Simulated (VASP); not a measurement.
A run of VASP 6.6.1:

The input POSCAR:

```
GaSb
1.0
    0.0000000000      3.0658788003      3.0658788003
    3.0658788003      0.0000000000      3.0658788003
    3.0658788003      3.0658788003      0.0000000000
Ga Sb
1 1
Direct
    0.0000000000      0.0000000000      0.0000000000
    0.2500000000      0.2500000000      0.2500000000
```

Contents of INCAR.step1:

```
SYSTEM = GaSb
ALGO     = Normal         ! electronic algorithm
EDIFF    = 1E-5           ! SCF threshold, eV
ENCUT    = 520            ! plane-wave cutoff, eV
GGA      = PE             ! functional
ISIF     = 2              ! what is computed and relaxed
ISMEAR   = -1             ! smearing method
LASPH    = .TRUE.         ! aspherical terms in the spheres
LCHARG   = .FALSE.        ! write CHGCAR
LREAL    = .FALSE.        ! projectors in reciprocal space
LWAVE    = .TRUE.         ! write WAVECAR
NBANDS   = 16             ! bands
NELM     = 60             ! most SCF steps
PREC     = Accurate       ! precision mode
SIGMA    = 0.02           ! smearing width, eV
```

File INCAR.step2:

```
SYSTEM = GaSb
ALGO     = Normal         ! electronic algorithm
EDIFF    = 1E-6           ! SCF threshold, eV
ENCUT    = 520            ! plane-wave cutoff, eV
GGA      = PE             ! functional
HFSCREEN = 0.2079         ! screening, 1/A
ISIF     = 2              ! what is computed and relaxed
ISMEAR   = -1             ! smearing method
ISTART   = 1            
LASPH    = .TRUE.         ! aspherical terms in the spheres
LCHARG   = .FALSE.        ! write CHGCAR
LHFCALC  = .TRUE.         ! exact exchange
LREAL    = .FALSE.        ! projectors in reciprocal space
LWAVE    = .FALSE.        ! write WAVECAR
NBANDS   = 16             ! bands
NELM     = 60             ! most SCF steps
PREC     = Accurate       ! precision mode
PRECFOCK = Normal       
SIGMA    = 0.02           ! smearing width, eV
```

Contents of KPOINTS:

```
k-points
0
G
  4 4 4
  0 0 0
```

Potentials or basis: VASP PAW PBE potentials, release 64 (Ga_d, Sb).

The run is started by

```bash
$ cat potpaw_PBE.64/Ga_d/POTCAR potpaw_PBE.64/Sb/POTCAR > POTCAR
$ cp INCAR.step1 INCAR
$ mpirun -np 1 vasp_std > vasp.out
$ cp INCAR.step2 INCAR
$ mpirun -np 1 vasp_std > vasp.out
```

Hardware: 1 thread of Intel(R) Xeon(R) 6975P-C (Granite Rapids) (shared host).

**Question.** How long does it take, and how much memory?

**Answer.** Run time: 9.9 min on 1 thread of Intel(R) Xeon(R) 6975P-C (Granite Rapids), with other jobs on the host, peak memory 0.29 GiB. Counts: k points 8.
